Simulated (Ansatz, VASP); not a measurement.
Sb2Se3 in VASP and in Ansatz

```
Sb Se
1.0
     4.06945    0.00000    0.00000
    -2.03473    3.52425    0.00000
     0.00000    0.00000   10.53480
Sb Se
2 3
Direct
  0.33333 0.66667 0.17995
  0.66667 0.33333 0.82005
  0.00000 0.00000 0.00000
  0.33333 0.66667 0.67263
  0.66667 0.33333 0.32737
```

Alike in both runs: task electric field gradients; functional PBE; k mesh 8 × 8 × 5; occupations fermi-dirac, width 0.03 eV; no spin polarisation.

|  | VASP | Ansatz |
| --- | --- | --- |
| version | VASP 6.6.1 | Ansatz 0.2.0 |
| potentials or method | VASP PAW PBE potentials, release 64 (Sb, Se) | PAW with Ansatz's default frozen-core files, scalar-relativistic |
| plane-wave cutoff (eV) | 520 | 420 |
| valence electrons in the cell | 28 | 78 |

VASP gave:

```
pressure (GPa)                                       : 0.0
rms of the force components (eV/Å)                   : 0.010
size of Vzz on the site where it differs most (V/Å²) : 11.0
```

Task: What did Ansatz give for the same quantities?

Result: Pressure (GPa): 0.0; rms of the force components (eV/Å): 0.000; size of Vzz on the site where it differs most (V/Å²): 14.3.

Atom by atom the forces differ by 0.010 eV/Å (rms over components). VASP's potentials hold 28 valence electrons a cell and Ansatz's 78, so a difference there can come from the potentials and not from the codes.

Spin-orbit coupling is off throughout.
